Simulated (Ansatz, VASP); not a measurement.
**One calculation of TaN, two programs**

```
Ta N
1.0
     2.92404    0.00000    0.00000
    -1.46202    2.53229    0.00000
     0.00000    0.00000    2.76310
Ta N
1 1
Cartesian
  0.0000 1.6882 1.3816
  0.0000 0.0000 0.0000
```

Alike in both runs: task single point; functional PBEsol; k mesh 18 × 18 × 16; occupations gaussian, width 0.15 eV; no spin polarisation.

|  | VASP | Ansatz |
| --- | --- | --- |
| version | VASP 6.6.1 | Ansatz 0.2.0 |
| potentials or method | VASP PAW PBE potentials, release 64 (Ta_pv, N), cutoff 520 eV | scalar-relativistic, plane waves, PAW |
| valence electrons in the cell | 16 | 18 |

Ansatz gave:

```
gap on the k mesh at the Fermi level (eV)                     : none
pressure (GPa)                                                : 16.7
traceless stress, the component that is largest in VASP (GPa) : 19.54
```

Question: Estimate VASP's values.

Answer: gap on the k mesh at the Fermi level (eV): none; pressure (GPa): 17.7; traceless stress, the component that is largest in VASP (GPa): 19.75.

VASP's potentials were made for PBE, not for PBEsol. A gap of «none» marks a metal or a gap that the smearing closes. The functional is the same, so the differences come from potentials, cutoffs and numerics. VASP's potentials hold 16 valence electrons a cell and Ansatz's 18, so a difference there can come from the potentials and not from the codes.

Spin-orbit coupling is off throughout.
